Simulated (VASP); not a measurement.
Write the native input for VASP 6.6.1 that does the following.

| Quantity | Value |
| --- | --- |
| Task | single point |
| Functional | LDA |
| Potentials or basis | VASP PAW LDA potentials, release 64 (Pb_d, S) |
| Cutoff | 520 eV |
| k mesh | 8 × 8 × 8 |
| Occupations | fermi-dirac, width 0.05 eV |
| Spin | non-collinear spin, zero start, spin-orbit coupling |
| Starting moments | [[0.0, 0.0, 0.0], [0.0, 0.0, 0.0]] μB |
| Dipole correction | no |
| Further INCAR settings | ALGO = Normal; EDIFF = 1e-07; NBANDS = 32 |

The structure of PbS lies in POSCAR:

```
PbS
1.0
    0.0000000000      3.0239167281      3.0239167281
    3.0239167281      0.0000000000      3.0239167281
    3.0239167281      3.0239167281      0.0000000000
Pb S
1 1
Direct
    0.0000000000      0.0000000000      0.0000000000
    0.5000000000      0.5000000000      0.5000000000
```

These files were run (other wordings do the same):

INCAR

```
PREC = Accurate ; ENCUT = 520
EDIFF = 1E-7 ; ISMEAR = -1
SIGMA = 0.05 ; LREAL = False
LASPH = True ; NELM = 150
ALGO = Normal ; ISIF = 2
LWAVE = False ; LCHARG = False
MAGMOM = 0 0 0 0 0 0 ; LORBIT = 11
LSORBIT = True ; GGA_COMPAT = False
LORBMOM = True ; NBANDS = 32
```

KPOINTS

```
regular mesh
0
Gamma
  8 8 8
```

Potentials or basis: VASP PAW LDA potentials, release 64 (Pb_d, S).

Launch:

```console
$ cat potpaw_LDA.64/Pb_d/POTCAR potpaw_LDA.64/S/POTCAR > POTCAR
$ mpirun -np 1 vasp_ncl > vasp.out
```

Results of the run:

- Pressure: -5.5 GPa
- Net moment: 0.00 μB per cell
- Valence electrons inside the program's atomic spheres: Pb 11.83; S 3.64

Caveat: the cell stands under tension.

Run time: 84 s on 1 thread of Intel(R) Xeon(R) Platinum 8259CL CPU @ 2.50GHz (Skylake/Cascade Lake), on a shared host, peak memory 0.28 GiB.
